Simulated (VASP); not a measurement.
Wanted: the native input for a VASP 6.6.1 run.

* Task: single point
* Functional: PBE
* Dispersion: D3(BJ)
* Potentials or basis: VASP PAW PBE potentials, release 64 (Sn_d, Se)
* Cutoff: 520 eV
* k mesh: 12 × 12 × 12
* Occupations: gaussian, width 0.05 eV
* Spin: no spin polarisation
* Dipole correction: no
* Further INCAR settings: ALGO = Normal; EDIFF = 1e-06; NBANDS = 17

The structure of SnSe lies in POSCAR:

```
SnSe
1.0
    0.0000000000      2.6817401395      3.7919805573
    2.6817401395      0.0000000000      3.7919805573
    2.6817401395      2.6817401395      0.0000000000
Sn Se
1 1
Direct
    0.0000000000      0.0000000000      0.0000000000
    0.5000000000      0.5000000000      0.5000000000
```

This cell differs from its parent crystal: ratio of the length along z to the lengths across it x 1.414, volume and fractional coordinates fixed.

The input as run:

INCAR

```
SYSTEM = SnSe
PREC = Accurate
ENCUT = 520
EDIFF = 1E-6
ISMEAR = 0
SIGMA = 0.05
LREAL = .False.
LASPH = .True.
NELM = 100
ALGO = Normal
ISIF = 2
LWAVE = .False.
LCHARG = .False.
GGA = PE
IVDW = 12
NBANDS = 17
```

KPOINTS

```
Automatic mesh
0
Gamma
  12 12 12
  0 0 0
```

Potentials or basis: VASP PAW PBE potentials, release 64 (Sn_d, Se).

Command:

```bash
$ cat potpaw_PBE.64/Sn_d/POTCAR potpaw_PBE.64/Se/POTCAR > POTCAR
$ mpirun -np 1 vasp_std > vasp.out
```

It gave:

* Pressure: 10.3 GPa
* Band gap on the k mesh: zero (bands 10 and 11 overlap by 1.00 eV)
* Dispersion energy per atom: -0.347 eV

Caveat: the stress differs along the axes, from -5 to 18 GPa; spin-orbit coupling is left out, which moves the levels of the heavy elements.

Wall time 3 min on 1 thread of Intel Xeon 8259CL, on a shared host, peak memory 0.31 GiB.
